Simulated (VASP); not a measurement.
# Co (P6_3/mmc) in VASP: notebook

Aim: see how the results for Co move with the level of theory and the settings. Levels: r2SCAN, PBEsol. Tasks: single point.

Program: VASP 6.6.1. These are calculated values, not measurements. Logs are shortened: lines on timing, memory, paths and dates and some standing lists are left out, and cuts for length are marked.

### Step 1. The cell of the first run

Symmetry: P6_3/mmc, No. 194, hexagonal system. The conventional cell has a = 2.505 Å, b = 2.505 Å, c = 4.074 Å, α = 90.00°, β = 90.00°, γ = 120.00°. Within 3.3 Å of Co (site symmetry -6m2) lie 12 Co at 2.50 Å.

### Step 2. Single point, r2SCAN, collinear spin, ferromagnetic start

File POSCAR:

```
Co
1.0
    2.5045299482      0.0000000000      0.0000000000
   -1.2522649741      2.1689865596      0.0000000000
    0.0000000000      0.0000000000      4.0740599388
Co
2
Direct
    0.6666666667      0.3333333333      0.7500000000
    0.3333333333      0.6666666667      0.2500000000
```

File INCAR.step1:

```
SYSTEM = Co
  PREC = Accurate
  ENCUT = 520
  ISMEAR = -1
  SIGMA = 0.05
  LREAL = .False.
  LASPH = .True.
  NELM = 150
  ISPIN = 2
  MAGMOM = 2 2
  LMAXMIX = 4
  NBANDS = 20
  GGA = PE
  ALGO = Normal
  EDIFF = 1E-4
  LWAVE = .True.
  LCHARG = .False.
```

File INCAR.step2:

```
SYSTEM = Co
  PREC = Accurate
  ENCUT = 520
  EDIFF = 1E-7
  ISMEAR = -1
  SIGMA = 0.05
  LREAL = .False.
  LASPH = .True.
  NELM = 150
  ALGO = Normal
  ISIF = 2
  LWAVE = .False.
  LCHARG = .True.
  ISPIN = 2
  MAGMOM = 2 2
  LORBIT = 11
  LMAXMIX = 4
  METAGGA = R2SCAN
  LMIXTAU = .True.
  LELF = .True.
  LVHAR = .True.
  NBANDS = 20
  ISTART = 1
```

File KPOINTS:

```
Automatic mesh
0
Gamma
  12 12 7
  0 0 0
```

Potentials or basis: VASP PAW PBE potentials, release 64 (Co).

Started as:

```bash
cat potpaw_PBE.64/Co/POTCAR > POTCAR
cp INCAR.step1 INCAR
mpirun -np 1 vasp_std > vasp.out
cp INCAR.step2 INCAR
mpirun -np 1 vasp_std > vasp.out
```

OUTCAR:

```text
SYSTEM = Co
   PREC = Accurate
   ENCUT = 520
   EDIFF = 1E-7
   ISMEAR = -1
   LREAL = .False.
   LASPH = .True.
   NELM = 150
   ISIF = 2
   ISPIN = 2
   LORBIT = 11
   METAGGA = R2SCAN
   ISTART = 1

 ion  position               nearest neighbor table
   1  0.667  0.333  0.750-   2 2.50   2 2.50   2 2.50   2 2.50   2 2.50   2 2.50
   2  0.333  0.667  0.250-   1 2.50   1 2.50   1 2.50   1 2.50   1 2.50   1 2.50

  LATTYP: Found a hexagonal cell.
 ALAT       =     2.5045299482
 C/A-ratio  =     1.6266764715

  Lattice vectors:

 A1 = (   2.5045299482,   0.0000000000,   0.0000000000)
 A2 = (  -1.2522649741,   2.1689865596,   0.0000000000)
 A3 = (   0.0000000000,   0.0000000000,   4.0740599388)

Analysis of symmetry for initial positions (statically):
=====================================================================
 Subroutine PRICEL returns:
 Original cell was already a primitive cell.

 Routine SETGRP: Setting up the symmetry group for a
 hexagonal supercell.

 Subroutine GETGRP returns: Found 24 space group operations
 (whereof 12 operations were pure point group operations)
 out of a pool of 24 trial point group operations.

The static configuration has the point symmetry D_3d.
 The point group associated with its full space group is D_6h.

Analysis of symmetry for dynamics (positions and initial velocities):
=====================================================================
 Subroutine PRICEL returns:
 Original cell was already a primitive cell.

 Routine SETGRP: Setting up the symmetry group for a
 hexagonal supercell.

 Subroutine GETGRP returns: Found 24 space group operations
 (whereof 12 operations were pure point group operations)
 out of a pool of 24 trial point group operations.

The dynamic configuration has the point symmetry D_3d.
 The point group associated with its full space group is D_6h.

Analysis of structural, dynamic, and magnetic symmetry:
=====================================================================
 Subroutine PRICEL returns:
 Original cell was already a primitive cell.

 Routine SETGRP: Setting up the symmetry group for a
 hexagonal supercell.

 Subroutine GETGRP returns: Found 24 space group operations
 (whereof 12 operations were pure point group operations)
 out of a pool of 24 trial point group operations.

The overall configuration has the point symmetry D_3d.
 The point group associated with its full space group is D_6h.

 Subroutine INISYM returns: Found 24 space group operations
 (whereof 12 operations are pure point group operations),
 and found     1 'primitive' translations

----------------------------------------------------------------------------------------

                                     Primitive cell

  volume of cell :      22.1315

  direct lattice vectors                    reciprocal lattice vectors
     2.504529948  0.000000000  0.000000000     0.399276519  0.230522406  0.000000000
    -1.252264974  2.168986560  0.000000000     0.000000000  0.461044812  0.000000000
     0.000000000  0.000000000  4.074059939     0.000000000  0.000000000  0.245455397

  length of vectors
     2.504529948  2.504529948  4.074059939     0.461044812  0.461044812  0.245455397

  position of ions in fractional coordinates (direct lattice)
     0.666666667  0.333333333  0.750000000
     0.333333333  0.666666667  0.250000000

  ion indices of the primitive-cell ions
   primitive index   ion index
                 1           1
                 2           2

----------------------------------------------------------------------------------------

 KPOINTS: Automatic mesh

Automatic generation of k-mesh.
 Grid dimensions read from file:
 generate k-points for:   12   12    7

 Generating k-lattice:

  Cartesian coordinates                     Fractional coordinates (reciprocal lattice)
     0.033273043  0.019210200  0.000000000     0.083333333  0.000000000  0.000000000
     0.000000000  0.038420401  0.000000000     0.000000000  0.083333333  0.000000000
     0.000000000  0.000000000  0.035065057     0.000000000  0.000000000  0.142857143

  Length of vectors
     0.038420401  0.038420401  0.035065057

  Shift w.r.t. Gamma in fractional coordinates (k-lattice)
     0.000000000  0.000000000  0.000000000

 Subroutine IBZKPT returns following result:
 ===========================================

 Found     76 irreducible k-points:

 Following reciprocal coordinates:
            Coordinates               Weight
  0.000000  0.000000  0.000000      1.000000
  0.083333  0.000000  0.000000      6.000000
  0.166667  0.000000  0.000000      6.000000
  0.250000  0.000000  0.000000      6.000000
  0.333333 -0.000000  0.000000      6.000000
  0.416667  0.000000  0.000000      6.000000
[... 16 lines left out ...]
  0.250000  0.000000  0.142857     12.000000
  0.333333 -0.000000  0.142857     12.000000
 [... further k-points ...]
   k-points           NKPTS =     76   k-points in BZ     NKDIM =     76   number of bands    NBANDS=     20
   number of dos      NEDOS =    301   number of ions     NIONS =      2
   total plane-waves  NPLWV =  12000
   dimension x,y,z NGX =    20 NGY =   20 NGZ =   30
   dimension x,y,z NGXF=    40 NGYF=   40 NGZF=   60
   ions per type =               2
   NGX,Y,Z   is equivalent  to a cutoff of  13.28, 13.28, 12.24 a.u.
   NGXF,Y,Z  is equivalent  to a cutoff of  26.55, 26.55, 24.48 a.u.
 SYSTEM =  Co
   PREC   = accura    normal or accurate (medium, high low for compatibility)
   ISTART =      1    job   : 0-new  1-cont  2-samecut
   ICHARG =      0    charge: 1-file 2-atom 10-const
   ISPIN  =      2    spin polarized calculation?
   LNONCOLLINEAR =      F non collinear calculations
   LSORBIT =      F    spin-orbit coupling
   LASPH  =      T    aspherical Exc in radial PAW
   ENCUT  =  520.0 eV  38.22 Ry    6.18 a.u.   4.66  4.66  7.58*2*pi/ulx,y,z
   NELM   =    150;   NELMIN=  2; NELMDL=  0     # of ELM steps
   EDIFF  = 0.1E-06   stopping-criterion for ELM
   LREAL  =      F    real-space projection
   EDIFFG = 0.1E-05   stopping-criterion for IOM
   NSW    =      0    number of steps for IOM
   IBRION =     -1    ionic relax: 0-MD 1-quasi-New 2-CG
   NFREE  =      0    steps in history (QN), initial steepest desc. (CG)
   ISIF   =      2    stress and relaxation
   ISYM   =      2    0-nonsym 1-usesym 2-fastsym
   POTIM  = 0.5000    time-step for ionic-motion
   TEBEG  =    0.0;   TEEND  =   0.0 temperature during run
   PSTRESS=    0.0 pullay stress
   NELECT =      18.0000    total number of electrons
   NUPDOWN=      -1.0000    fix difference up-down
   EMIN   =  10.00;   EMAX   =-10.00  energy-range for DOS
   EFERMI =   0.00;   METHOD = LEGACY
   ISMEAR =    -1;   SIGMA  =   0.05  broadening in eV -4-tet -1-fermi 0-gaus
   EFERMI_NEDOS =   21; number of points for ismear=-14 and -15
   IALGO  =     38    algorithm
   IMIX   =      4    mixing-type and parameters
     AMIX     =   0.40;   BMIX     =  1.00
     AMIX_MAG =   1.60;   BMIX_MAG =  1.00
  volume/ion in A,a.u.               =      11.07        74.68
  Fermi-wavevector in a.u.,A,eV,Ry     =   1.528137  2.887759 31.772343  2.335201
  Thomas-Fermi vector in A             =   2.635937
   LORBIT       =     11    0 simple, 1 ext, 2 COOP (PROOUT), +10 PAW based schemes
   METAGGA = R2SCAN    functional components
   LHFCALC =     F    Hartree Fock is set to
   AEXX    =    0.0000 exact exchange contribution
   IVDW    =     0    specifies the selected vdW correction
   LEPSILON=     F    determine dielectric tensor
   LRPA    =     F    only Hartree local field effects (RPA)
 spin polarized calculation
  energy-cutoff  :      520.00
  volume of cell :       22.13
 maximum number of plane-waves:       615
 NGX is ok and might be reduce to    20
   NGX =  9   NGY =  9   NGZ = 15

 number of electron      18.0000003 magnetization       3.5761013

 Free energy of the ion-electron system (eV)
  ---------------------------------------------------
  ext. energy  EPLUGINS =         0.00000000
  ---------------------------------------------------
  free energy    TOTEN  =       -26.40140110 eV

  energy without entropy =      -26.38946877  energy(sigma->0) =      -26.39543493

 E-fermi :  10.0455     XC(G=0): -14.5494

 val. band max:       10.0196293720   @ k =   0.1667   0.1667   0.0000
 cond. band min:      10.0778920113   @ k =   0.1667   0.0833   0.0000
 fundamental gap:      0.0582626393
 Fermi energy:        10.0455379746

 spin component 1

 k-point     1 :       0.0000    0.0000    0.0000
  band No.  band energies     occupation
      1       0.8162      1.00000
      2       4.3600      1.00000
      3       6.6547      1.00000
      4       6.6929      1.00000
      5       6.6930      1.00000
      6       6.9782      1.00000
[... 12 lines left out ...]
     19      36.3046      0.00000
     20      36.3047      0.00000
[... 507 lines left out ...]
 k-point    24 :       0.3333   -0.0000    0.1429
  band No.  band energies     occupation
      1       4.0021      1.00000
      2       5.0192      1.00000
      3       5.3909      1.00000
      4       6.1088      1.00000
      5       6.7505      1.00000
      6       6.7920      1.00000
[... 12 lines left out ...]
     19      33.6840      0.00000
     20      35.0924      0.00000

 [... further k-points ...]

 spin component 2

 k-point     1 :       0.0000    0.0000    0.0000
  band No.  band energies     occupation
      1       0.2311      1.00000
      2       5.5524      1.00000
      3       9.0969      1.00000
      4       9.2129      1.00000
      5       9.2129      1.00000
      6       9.2192      1.00000
[... 12 lines left out ...]
     19      37.0167      0.00000
     20      37.0168      0.00000
[... 507 lines left out ...]
 k-point    24 :       0.3333   -0.0000    0.1429
  band No.  band energies     occupation
      1       3.9495      1.00000
      2       6.6694      1.00000
      3       7.0830      1.00000
      4       7.9522      1.00000
      5       8.9941      1.00000
      6       9.4039      1.00000
[... 12 lines left out ...]
     19      34.1619      0.00000
     20      35.8800      0.00000

 [... further k-points ...]

------------------------ aborting loop because EDIFF is reached ----------------------------------------

  FORCE on cell =-STRESS in cart. coord.  units (eV):
  Direction    XX          YY          ZZ          XY          YZ          ZX
  --------------------------------------------------------------------------------------
  -------------------------------------------------------------------------------------
  Total       -1.1976176     -1.1976176     -1.0195560      0.0000000     -0.0000000      0.0000000
  in kB      -86.6998336    -86.6998336    -73.8093147      0.0000000     -0.0000000      0.0000000
  external PRESSURE =     -82.4029939 kB  Pullay stress =       0.0000000 kB

 VOLUME and BASIS-vectors are now :
 -----------------------------------------------------------------------------
  energy-cutoff  :      520.00
  volume of cell :       22.13
      direct lattice vectors                 reciprocal lattice vectors
     2.504529948  0.000000000  0.000000000     0.399276519  0.230522406  0.000000000
    -1.252264974  2.168986560  0.000000000     0.000000000  0.461044812  0.000000000
     0.000000000  0.000000000  4.074059939     0.000000000  0.000000000  0.245455397

 POSITION                                       TOTAL-FORCE (eV/Angst)
 -----------------------------------------------------------------------------------
      1.25226      0.72300      3.05554         0.000000      0.000000      0.000000
     -0.00000      1.44599      1.01851         0.000000     -0.000000      0.000000
 -----------------------------------------------------------------------------------
    total drift:                                0.000000     -0.000000     -0.000000

  FREE ENERGIE OF THE ION-ELECTRON SYSTEM (eV)
  ---------------------------------------------------
  free  energy   TOTEN  =       -26.4014010962 eV

  energy  without entropy=      -26.3894687695  energy(sigma->0) =      -26.39543493

 total charge

# of ion       s       p       d       tot
------------------------------------------
    1        0.503   0.546   7.205   8.255
    2        0.503   0.546   7.205   8.255
--------------------------------------------------
tot          1.007   1.093  14.410  16.509

 magnetization (x)

# of ion       s       p       d       tot
------------------------------------------
    1       -0.011  -0.081   1.950   1.858
    2       -0.011  -0.081   1.950   1.858
--------------------------------------------------
tot         -0.021  -0.162   3.900   3.716
```

Wall time 2.7 min (1 thread of Intel Xeon 6975P-C (Granite Rapids), shared host); peak memory 0.18 GiB.

What came out:

```
Free energy                                           : -26.4014 eV
Pressure                                              : -8.2 GPa
Net moment                                            : 3.58 μB per cell
Site moments                                          : Co +1.86 μB
Valence electrons inside the program's atomic spheres : Co 8.26
```

Levels at points of the mesh, in eV from the Fermi level:
Spin up:
| k point | band 7 | band 8 | band 9 | band 10 | band 11 | band 12 | band 13 | band 14 | band 15 | band 16 |
| --- | --- | --- | --- | --- | --- | --- | --- | --- | --- | --- |
| (0.00, 0.00, 0.00) | -3.07 | -2.76 | -2.76 | -1.72 | -1.72 | -0.29 | 5.89 | 22.58 | 24.98 | 24.98 |
| (0.50, 0.00, 0.00) | -2.94 | -1.54 | -1.52 | -1.41 | 0.82 | 2.93 | 9.56 | 10.30 | 12.50 | 13.86 |
Spin down:
```tsv
k point	band 5	band 6	band 7	band 8	band 9	band 10
(0.00, 0.00, 0.00)	-0.83	-0.83	-0.46	-0.46	0.06	0.06
(0.50, 0.00, 0.00)	-1.00	-0.92	-0.60	1.37	1.53	1.53
```

Caveat: the cell stands under tension; the PAW data sets were made with another functional, which shifts forces and pressure a little.

(Continued in part 2 of 2.)
